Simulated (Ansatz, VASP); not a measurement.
## Two plane-wave programs on MgO

The input INCAR:

```
PREC     = Accurate       # precision mode
ENCUT    = 840            # plane-wave cutoff, eV
EDIFF    = 1E-6           # SCF threshold, eV
ISMEAR   = 0              # smearing method
SIGMA    = 0.01           # smearing width, eV
LREAL    = False          # projectors in reciprocal space
LASPH    = True           # aspherical terms in the spheres
NELM     = 120            # most SCF steps
ALGO     = Normal         # electronic algorithm
ISIF     = 2              # what is computed and relaxed
LWAVE    = False          # write WAVECAR
LCHARG   = False          # write CHGCAR
NBANDS   = 15             # bands
GGA_COMPAT= False
```

KPOINTS

```
Automatic mesh
0
Gamma
  6 6 6
```

POSCAR

```
MgO
1.0
   -0.0103800000      2.1340300000      2.0785000000
    2.0860000000     -0.0171000000      2.0852200000
    2.0729500000      2.1276900000     -0.0040400000
Mg O
1 1
Direct
    0.9960300000      0.0476900000      0.9449100000
    0.5187738303      0.5654037174      0.4659302718
```

Input for Ansatz:

```yaml
crystal:
  lattice:
    - [-0.01038, 2.13403, 2.0785]
    - [2.086, -0.0171, 2.08522]
    - [2.07295, 2.12769, -0.00404]
  atoms:
    - { symbol: Mg, position: [0.99603, 0.04769, 0.94491] }
    - { symbol: O, position: [0.518773830293511, 0.5654037174174428, 0.46593027184720376] }
basis:
  ecutwfc: 540.0
  xc_grid: 2
kpoints:
  mp_grid:
    grid: [6, 6, 6]
hamiltonian:
  xc: lda
scf:
  convergence:
    dr2_threshold: 1.0e-09
  occupations:
    method: fixed
output:
  forces: true
  stress: true
```

Alike in both runs: task single point; functional LDA; k mesh 6 × 6 × 6; no spin polarisation.

|  | VASP | Ansatz |
| --- | --- | --- |
| version | VASP 6.6.1 | Ansatz 0.2.0 |
| potentials or method | VASP PAW LDA potentials, release 64 (Mg_sv, O), cutoff 840 eV | plane waves, PAW |
| occupations | gaussian, width 0.01 eV | fixed |
| valence electrons in the cell | 16 | 16 |

Ansatz gave:

```
pressure (GPa)                                                : -3.0
traceless stress, the component that is largest in VASP (GPa) : -3.02
rms of the force components (eV/Å)                            : 0.433
```

**Question.** Which values does VASP return?

**Answer.** Pressure (GPa): -2.4; traceless stress, the component that is largest in VASP (GPa): -3.14; rms of the force components (eV/Å): 0.447.

LDA's correlation is that of Perdew and Zunger in VASP and of Perdew and Wang (1992) in Ansatz. Atom by atom the forces differ by 0.014 eV/Å (rms over components). Ansatz's warnings: stress scf threshold loose.

The k mesh is coarse, so the values compare programs but aren't converged.
